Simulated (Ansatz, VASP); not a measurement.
Bi in VASP and in Ansatz

```xyz
2
Lattice="2.2675 1.3091 3.9380 -2.2675 1.3091 3.9380 0.0000 -2.6183 3.9380" Properties=species:S:1:pos:R:3 pbc="T T T"
Bi    0.0000    0.0000    9.0495
Bi    0.0000    0.0000    2.7645
```

Alike in both runs: functional PBEsol; k mesh 7 × 7 × 7; occupations fermi-dirac, width 0.05 eV; non-collinear spin, spin-orbit coupling.

```csv
,VASP,Ansatz
version,VASP 6.6.1,Ansatz 0.2.0
potentials or method,"VASP PAW PBE potentials, release 64 (Bi_d)",Ansatz PAW
plane-wave cutoff (eV),520,420
valence electrons in the cell,30,30
task,single point,band structure
```

```tsv
	VASP	Ansatz	Ansatz less VASP
pressure (GPa)	0.5	0.7	+0.15
traceless stress, the component that is largest in VASP (GPa)	-0.16	-0.16	-0.001
rms of the force components (eV/Å)	0.061	0.050	-0.0112
```

VASP's potentials were made for PBE, not for PBEsol. Atom by atom the forces differ by 0.011 eV/Å (rms over components). With one functional, cell and mesh, what is left measures potentials, basis and numerics.
